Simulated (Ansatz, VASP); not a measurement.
# One calculation of SiC, two programs

```
CELL_PARAMETERS angstrom
0.00000 2.18613 2.15150
2.18613 0.00000 2.15150
2.18613 2.18613 0.00000
ATOMIC_POSITIONS crystal
Si 0.00000 0.00000 0.00000
C 0.25000 0.25000 0.25000
```

Change from the starting cell: strained cell.

Alike in both runs: functional LDA; k mesh 10 × 10 × 10; occupations gaussian, width 0.02 eV; no spin polarisation.

Ansatz relaxed the structure, and its values are those at the end. VASP's run is a single point on that final structure, the one shown.

|  | VASP | Ansatz |
| --- | --- | --- |
| version | VASP 6.6.1 | Ansatz 0.2.0 |
| potentials or method | VASP PAW LDA potentials, release 64 (Si, C), cutoff 600 eV | scalar-relativistic, plane waves, PAW |
| valence electrons in the cell | 8 | 8 |

|  | VASP | Ansatz | Ansatz less VASP |
| --- | --- | --- | --- |
| gap on the k mesh at the Fermi level (eV) | 1.13 | 1.14 | +0.012 |
| least direct gap on the mesh (eV) | 4.49 | 4.50 | +0.012 |
| pressure (GPa) | -2.9 | -3.1 | -0.25 |

LDA's correlation is that of Perdew and Zunger in VASP and of Perdew and Wang (1992) in Ansatz. Ansatz's warnings: stress scf threshold loose.
